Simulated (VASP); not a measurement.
# SnSe (Fm-3m) in VASP: notebook, part 3 of 3

VASP 6.6.1. The steps go on from the part before.

**5. Relaxation of cell and atoms, LDA, target pressure 2 GPa, at which the enthalpy is minimised**

This run uses another cell than the first one, of 25.57 Å³/atom, 0.938 times its volume.

Input file INCAR:

```
SYSTEM = SnSe
PREC = Accurate
ENCUT = 600
EDIFF = 1E-6
ISMEAR = 0
SIGMA = 0.01
LREAL = .False.
LASPH = .True.
NELM = 80
ALGO = Normal
ISIF = 3
LWAVE = .False.
LCHARG = .False.
IBRION = 2
NSW = 80
EDIFFG = -0.001
PSTRESS = 20.0
```

Input file KPOINTS:

```
regular mesh
0
Gamma
  8 8 8
  0 0 0
```

Input file POSCAR:

```
SnSe
1.0
    0.0000000000      2.9462619182      2.9462619182
    2.9462619182      0.0000000000      2.9462619182
    2.9462619182      2.9462619182      0.0000000000
Sn Se
1 1
Direct
    0.0000000000      0.0000000000      0.0000000000
    0.5000000000      0.5000000000      0.5000000000
```

Potentials or basis: VASP PAW LDA potentials, release 64 (Sn_d, Se).

On the command line:

```console
$ cat potpaw_LDA.64/Sn_d/POTCAR potpaw_LDA.64/Se/POTCAR > POTCAR
$ mpirun -np 1 vasp_std > vasp.out
```

OUTCAR:

```text
SYSTEM = SnSe
   PREC = Accurate
   ENCUT = 600
   EDIFF = 1E-6
   ISMEAR = 0
   LREAL = .False.
   LASPH = .True.
   NELM = 80
   ISIF = 3
   IBRION = 2
   NSW = 80
   EDIFFG = -0.001
   PSTRESS = 20.0

 ion  position               nearest neighbor table
   1  0.000  0.000  0.000-   2 2.95   2 2.95   2 2.95   2 2.95   2 2.95   2 2.95
   2  0.500  0.500  0.500-   1 2.95   1 2.95   1 2.95   1 2.95   1 2.95   1 2.95

  LATTYP: Found a face centered cubic cell.
 ALAT       =     5.8925238364

  Lattice vectors:

 A1 = (   0.0000000000,   2.9462619182,   2.9462619182)
 A2 = (   2.9462619182,   0.0000000000,   2.9462619182)
 A3 = (   2.9462619182,   2.9462619182,   0.0000000000)

Analysis of symmetry for initial positions (statically):
=====================================================================
 Subroutine PRICEL returns:
 Original cell was already a primitive cell.

 Routine SETGRP: Setting up the symmetry group for a
 face centered cubic supercell.

 Subroutine GETGRP returns: Found 48 space group operations
 (whereof 48 operations were pure point group operations)
 out of a pool of 48 trial point group operations.

The static configuration has the point symmetry O_h .

Analysis of symmetry for dynamics (positions and initial velocities):
=====================================================================
 Subroutine PRICEL returns:
 Original cell was already a primitive cell.

 Routine SETGRP: Setting up the symmetry group for a
 face centered cubic supercell.

 Subroutine GETGRP returns: Found 48 space group operations
 (whereof 48 operations were pure point group operations)
 out of a pool of 48 trial point group operations.

The dynamic configuration has the point symmetry O_h .

 Subroutine INISYM returns: Found 48 space group operations
 (whereof 48 operations are pure point group operations),
 and found     1 'primitive' translations

----------------------------------------------------------------------------------------

                                     Primitive cell

  volume of cell :      51.1498

  direct lattice vectors                    reciprocal lattice vectors
     0.000000000  2.946261918  2.946261918    -0.169706568  0.169706568  0.169706568
     2.946261918  0.000000000  2.946261918     0.169706568 -0.169706568  0.169706568
     2.946261918  2.946261918  0.000000000     0.169706568  0.169706568 -0.169706568

  length of vectors
     4.166643563  4.166643563  4.166643563     0.293940399  0.293940399  0.293940399

  position of ions in fractional coordinates (direct lattice)
     0.000000000  0.000000000  0.000000000
     0.500000000  0.500000000  0.500000000

  ion indices of the primitive-cell ions
   primitive index   ion index
                 1           1
                 2           2

----------------------------------------------------------------------------------------

 KPOINTS: regular mesh

Automatic generation of k-mesh.
 Grid dimensions read from file:
 generate k-points for:    8    8    8

 Generating k-lattice:

[... 55 lines left out ...]
   ISPIN  =      1    spin polarized calculation?
   LNONCOLLINEAR =      F non collinear calculations
   LSORBIT =      F    spin-orbit coupling
   LASPH  =      T    aspherical Exc in radial PAW
   ENCUT  =  600.0 eV  44.10 Ry    6.64 a.u.   8.32  8.32  8.32*2*pi/ulx,y,z
   NELM   =     80;   NELMIN=  2; NELMDL= -5     # of ELM steps
   EDIFF  = 0.1E-05   stopping-criterion for ELM
   LREAL  =      F    real-space projection
   EDIFFG = -.1E-02   stopping-criterion for IOM
   NSW    =     80    number of steps for IOM
   IBRION =      2    ionic relax: 0-MD 1-quasi-New 2-CG
   NFREE  =      1    steps in history (QN), initial steepest desc. (CG)
   ISIF   =      3    stress and relaxation
   ISYM   =      2    0-nonsym 1-usesym 2-fastsym
   POTIM  = 0.5000    time-step for ionic-motion
   TEBEG  =    0.0;   TEEND  =   0.0 temperature during run
   PSTRESS=   20.0 pullay stress
   NELECT =      20.0000    total number of electrons
   NUPDOWN=      -1.0000    fix difference up-down
   EMIN   =  10.00;   EMAX   =-10.00  energy-range for DOS
   EFERMI =   0.00;   METHOD = LEGACY
   ISMEAR =     0;   SIGMA  =   0.01  broadening in eV -4-tet -1-fermi 0-gaus
   EFERMI_NEDOS =   21; number of points for ismear=-14 and -15
   IALGO  =     38    algorithm
   IMIX   =      4    mixing-type and parameters
     AMIX     =   0.40;   BMIX     =  1.00
     AMIX_MAG =   1.60;   BMIX_MAG =  1.00
  volume/ion in A,a.u.               =      25.57       172.59
  Fermi-wavevector in a.u.,A,eV,Ry     =   1.197118  2.262224 19.498380  1.433091
  Thomas-Fermi vector in A             =   2.333041
   LORBIT       =      0    0 simple, 1 ext, 2 COOP (PROOUT), +10 PAW based schemes
   GGA     = CA    functional components
   LHFCALC =     F    Hartree Fock is set to
   AEXX    =    0.0000 exact exchange contribution
   IVDW    =     0    specifies the selected vdW correction
   LEPSILON=     F    determine dielectric tensor
   LRPA    =     F    only Hartree local field effects (RPA)
 conjugate gradient relaxation of ions
 non-spin polarized calculation
 Gauss-broadening in eV      SIGMA  =   0.01
  energy-cutoff  :      600.00
  volume of cell :       51.15
 maximum number of plane-waves:      1727
 NGX is ok and might be reduce to    36
   NGX = 17   NGY = 17   NGZ = 17

--------------------------------------- Ionic step        1  -------------------------------------------

 number of electron      20.0000001 magnetization

 Free energy of the ion-electron system (eV)
  ---------------------------------------------------
  ext. energy  EPLUGINS =         0.00000000
  ---------------------------------------------------
  free energy    TOTEN  =        -9.50978384 eV

  energy without entropy =       -9.50978384  energy(sigma->0) =       -9.50978384

------------------------ aborting loop because EDIFF is reached ----------------------------------------

  FORCE on cell =-STRESS in cart. coord.  units (eV):
  Direction    XX          YY          ZZ          XY          YZ          ZX
  --------------------------------------------------------------------------------------
  -------------------------------------------------------------------------------------
  Total        0.0554163      0.0554163      0.0554163     -0.0000000     -0.0000000      0.0000000
  in kB        1.7358184      1.7358184      1.7358184     -0.0000000     -0.0000000      0.0000000
  external PRESSURE =     -18.2641816 kB  Pullay stress =      20.0000000 kB
[... 97 lines left out ...]
  energy  without entropy=       -9.5002725309  energy(sigma->0) =       -9.50027253

  enthalpy is  TOTEN    =        -8.8798348220 eV   P V=        0.6204377089

[... ionic steps 4 to 13 ...]

--------------------------------------- Ionic step       14  -------------------------------------------

 number of electron      20.0000003 magnetization

------------------------ aborting loop because EDIFF is reached ----------------------------------------
[... 71 lines left out ...]
--------------------------------------- Ionic step       16  -------------------------------------------

 number of electron      20.0000003 magnetization

 Free energy of the ion-electron system (eV)
  ---------------------------------------------------
  ext. energy  EPLUGINS =         0.00000000
  ---------------------------------------------------
  free energy    TOTEN  =        -9.50049414 eV

  energy without entropy =       -9.50049414  energy(sigma->0) =       -9.50049414

 E-fermi :   6.5701     XC(G=0): -10.2982

 val. band max:        6.4524236028   @ k =  -0.2500   0.1250   0.0000
 cond. band min:       7.1767992136   @ k =  -0.3750   0.1250   0.0000
 fundamental gap:      0.7243756108
 Fermi energy:         6.5700578442

 k-point     1 :       0.0000    0.0000    0.0000
  band No.  band energies     occupation
      1     -14.9903      2.00000
      2     -14.9903      2.00000
      3     -14.9837      2.00000
      4     -14.9837      2.00000
      5     -14.9837      2.00000
      6      -8.0222      2.00000
      7       1.6483      2.00000
      8       4.0736      2.00000
      9       4.0736      2.00000
     10       4.0736      2.00000
     11      11.0830      0.00000
     12      11.0830      0.00000
     13      11.0830      0.00000
     14      12.2691      0.00000
[... 377 lines left out ...]
      1     -15.0125      2.00000
      2     -14.9953      2.00000
      3     -14.9769      2.00000
      4     -14.9710      2.00000
      5     -14.9629      2.00000
      6      -6.6719      2.00000
      7      -1.6223      2.00000
      8       2.3387      2.00000
      9       2.9618      2.00000
     10       5.7490      2.00000
     11       7.4587      0.00000
     12       9.7579      0.00000
     13      10.8164      0.00000
     14      13.7512      0.00000

 [... further k-points ...]
[... 5 lines left out ...]
  --------------------------------------------------------------------------------------
  -------------------------------------------------------------------------------------
  Total        0.6195193      0.6195193      0.6195193      0.0000000     -0.0000000      0.0000000
  in kB       19.9632528     19.9632528     19.9632528      0.0000000     -0.0000000      0.0000000
  external PRESSURE =      -0.0367472 kB  Pullay stress =      20.0000000 kB
[... 21 lines left out ...]
  energy  without entropy=       -9.5004941377  energy(sigma->0) =       -9.50049414

  enthalpy is  TOTEN    =        -8.8798344246 eV   P V=        0.6206597132

 reached required accuracy - stopping structural energy minimisation
```

Wall time 78 s (1 thread of Intel Xeon Platinum 8488C (Sapphire Rapids), shared host); peak memory 0.18 GiB.

What came out:

```
Free energy                                            : -9.5005 eV
Relaxed volume                                         : 24.86 Å³/atom
Relaxed cell                                           : a = 4.127 Å, b = 4.127 Å, c = 4.127 Å, α = 60.00°, β = 60.00°, γ = 60.00°
Space group after relaxing (to 0.05 Å)                 : Fm-3m (No. 225)
Energy change on relaxing (the enthalpy is what falls) : +4.6 meV/atom
Ionic steps                                            : 16
Pressure after relaxing                                : 2.0 GPa
Band gap on the k mesh                                 : 0.72 eV, indirect (least direct gap 0.93 eV)
```

The path:
```
step  energy change (eV)  largest force (eV/Å)  pressure (GPa)  volume (Å³)
   1              0.0000                0.0000            0.17        51.15
   2              0.0201                0.0000            3.00        49.02
   3              0.0095                0.0000            2.02        49.70
   4              0.0092                0.0000            1.97        49.73
   5              0.0092                0.0000            1.97        49.73
   6              0.0092                0.0000            1.96        49.73
   7              0.0092                0.0000            1.97        49.73
   8              0.0092                0.0000            1.97        49.73
   9              0.0092                0.0000            1.97        49.73
  10              0.0092                0.0000            1.97        49.73
  11              0.0092                0.0000            1.97        49.73
  12              0.0092                0.0000            1.97        49.73
  13              0.0092                0.0000            1.97        49.73
  14              0.0092                0.0000            1.97        49.73
  15              0.0092                0.0000            1.96        49.72
  16              0.0093                0.0000            2.00        49.72
```

Final structure:
```yaml
crystal:
  lattice:
    - [0.00000, 2.91856, 2.91856]
    - [2.91856, 0.00000, 2.91856]
    - [2.91856, 2.91856, 0.00000]
  atoms:
    - { symbol: Sn, position: [0.00000, 0.00000, 0.00000] }
    - { symbol: Se, position: [0.50000, 0.50000, 0.50000] }
```

Levels at points of the mesh, in eV from the valence-band top:
| k point | band 7 | band 8 | band 9 | band 10 | band 11 | band 12 | band 13 | band 14 |
| --- | --- | --- | --- | --- | --- | --- | --- | --- |
| (0.00, 0.00, 0.00) | -4.80 | -2.38 | -2.38 | -2.38 | 4.63 | 4.63 | 4.63 | 5.82 |
| (0.50, 0.00, 0.00) | -8.55 | -2.09 | -2.09 | -0.10 | 0.95 | 1.18 | 1.18 | 8.48 |
| (0.50, 0.50, 0.00) | -6.08 | -6.08 | -4.02 | -4.02 | 2.73 | 5.85 | 5.85 | 6.55 |

Caveat: the cell is relaxed towards a set pressure, so the enthalpy falls and the energy may rise; spin-orbit coupling is left out, which moves the levels of the heavy elements. A k mesh can miss the band edges.

**6. Overview**

| task | cell | cutoff (eV) | smearing | gap on the mesh (eV) | pressure (GPa) |
| --- | --- | --- | --- | --- | --- |
| relaxation of cell and atoms | relaxed from a = 4.257 Å, angles 60.0°, 2 atoms | 600 | gaussian 0.02 eV | 0.77 | 0.0 |
| single point | a = 4.124 Å, angles 60.0°, 2 atoms | 520 | gaussian 0.01 eV | 0.72 | 2.1 |
| single point | a = 4.167 Å, angles 60.0°, 2 atoms | 520 | gaussian 0.02 eV | 0.77 | 0.1 |
| relaxation of cell and atoms | relaxed to 2 GPa from a = 4.167 Å, angles 60.0°, 2 atoms | 600 | gaussian 0.01 eV | 0.72 | 2.0 |

Alike in all rows: level LDA; potentials or basis VASP PAW LDA potentials, release 64 (Sn_d, Se); no spin polarisation; k mesh 8 × 8 × 8.

Caveats: spin-orbit coupling is left out, which moves the levels of the heavy elements; the cell is relaxed towards a set pressure, so the enthalpy falls and the energy may rise (some runs).

Absolute energies hang on the potentials; compare differences alone.
